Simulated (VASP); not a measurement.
Runs of VASP 6.6.1 on Ti. The structure is that of space group Pm-3m (No. 221), or close to it. The cells are those of the table. 

| cell | gap on the mesh (eV) | pressure (GPa) |
| --- | --- | --- |
| a = 2.522 Å, 1 atom | none | (a) |
| a = 2.590 Å, 1 atom | none | -3.5 |
| a = 2.655 Å, 1 atom | none | (b) |
| a = 2.623 Å, 1 atom | none | -6.3 |
| a = 2.450 Å, 1 atom | none | 14.5 |
| a = 2.556 Å, 1 atom | none | -0.1 |
| a = 2.486 Å, 1 atom | none | 8.7 |

Alike in all rows: task single point; level LDA; potentials or basis VASP PAW LDA potentials, release 64 (Ti_sv); no spin polarisation; k mesh 14 × 14 × 14; cutoff (eV) 520; smearing fermi-dirac 0.1 eV.

Q: Fill in the values left out.

A: (a) 3.8; (b) -8.7.

A gap of «none» marks levels without a gap at the run's occupations.
